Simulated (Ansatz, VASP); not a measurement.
## GaBi2Sb3S: VASP beside Ansatz

```
Ga Sb Bi S
1.0
     6.66280    0.00000    0.00000
    -3.33140    5.77016    0.00000
     0.00000    0.00000    5.05316
Ga Sb Bi S
1 3 2 1
Direct
  0.00000 0.00000 0.00000
  0.58455 0.00000 0.00000
  0.00000 0.58455 0.00000
  0.41545 0.41545 0.00000
  0.33333 0.66667 0.50000
  0.66667 0.33333 0.50000
  0.00000 0.00000 0.50000
```

Alike in both runs: task relaxation of cell and atoms; functional PBE; k mesh 6 × 6 × 6; occupations gaussian, width 0.1 eV; no spin polarisation.

```csv
,VASP,Ansatz
version,VASP 6.6.1,Ansatz 0.2.0
potentials or method,"VASP PAW PBE potentials, release 64 (Ga_d, Sb, Bi_d, S), cutoff 600 eV","scalar-relativistic, plane waves, PAW"
valence electrons in the cell,64,94
```

|  | VASP | Ansatz | Ansatz less VASP |
| --- | --- | --- | --- |
| gap on the k mesh at the Fermi level, each at its own relaxed structure (eV) | none | none | - |
| relaxed volume (Å³/atom) | 27.29 | 27.32 | +0.031 |
| relaxed length of the cell vector where the two differ most in proportion (Å) | 5.383 | 5.385 | +0.0021 |

A gap of «none» marks a metal or a gap that the smearing closes. VASP's potentials hold 64 valence electrons a cell and Ansatz's 94, so a difference there can come from the potentials and not from the codes.

Neither program's run includes spin-orbit coupling.
